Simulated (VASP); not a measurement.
Crystal: GaP.

```xyz
2
Lattice="0.0000 2.7252 2.7252 2.7252 0.0000 2.7252 2.7252 2.7252 0.0000" Properties=species:S:1:pos:R:3 pbc="T T T"
Ga    0.0000    0.0000    0.0000
P     4.0879    4.0879    4.0879
```

* Program: VASP 6.6.1
* Task: relaxation of cell and atoms
* Functional: PBE
* Potentials or basis: VASP PAW PBE potentials, release 64 (Ga_d, P)
* Cutoff: 500 eV
* k mesh: 6 × 6 × 6
* Occupations: gaussian, width 0.01 eV
* Spin: no spin polarisation

At the start: pressure 2.5 GPa; volume 20.24 Å³/atom.

Task: Where does the relaxation end?

Result: Over 3 steps the energy falls by 4.7 meV/atom and the volume is 20.86 Å³/atom (+3.1 %); space group F-43m (No. 216, to 0.1 Å) before and after.

The path:
```csv
step,energy change (eV),largest force (eV/Å),pressure (GPa),volume (Å³)
1,0.0000,0.0000,2.50,40.48
2,-0.0071,0.0000,-1.11,42.36
3,-0.0094,0.0000,0.00,41.72
```

Final structure:
```cif
data_structure
_symmetry_space_group_name_H-M 'P 1'
_symmetry_Int_Tables_number 1
_cell_length_a 3.8930
_cell_length_b 3.8930
_cell_length_c 3.8930
_cell_angle_alpha 60.000
_cell_angle_beta 60.000
_cell_angle_gamma 60.000
_cell_volume 41.72
loop_
_atom_site_label
_atom_site_type_symbol
_atom_site_fract_x
_atom_site_fract_y
_atom_site_fract_z
_atom_site_occupancy
Ga1 Ga 0.00000 0.00000 0.00000 1
P1 P 0.75000 0.75000 0.75000 1
```
